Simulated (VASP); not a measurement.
Here is a VASP 6.6.1 calculation.

The input INCAR:

```
SYSTEM = Al
PREC = Accurate
ENCUT = 500
EDIFF = 1E-6
ISMEAR = 0
SIGMA = 0.1
LREAL = .False.
LASPH = .True.
NELM = 120
ALGO = Normal
ISIF = 2
LWAVE = .False.
LCHARG = .True.
GGA = PE
LELF = .True.
LVHAR = .True.
NBANDS = 12
GGA_COMPAT = .False.
```

Contents of KPOINTS:

```
regular mesh
0
Gamma
  6 6 6
  0 0 0
```

The input POSCAR:

```
Al
1.0
    4.7643285882      0.0000000000      0.0000000000
   -2.3821642941      4.1260295894      0.0000000000
    0.0000000000      0.0000000000      2.9207405693
Al
3
Direct
    0.0000000000      0.0000000000      0.0000000000
    0.3333333333      0.6666666667      0.5000000000
    0.6666666667      0.3333333333      0.5000000000
```

Potentials or basis: VASP PAW PBE potentials, release 64 (Al).

Run with:

```bash
$ cat potpaw_PBE.64/Al/POTCAR > POTCAR
$ mpirun -np 1 vasp_std > vasp.out
```

(1) Estimate the pressure.

Answers

(1) -6.1 GPa.
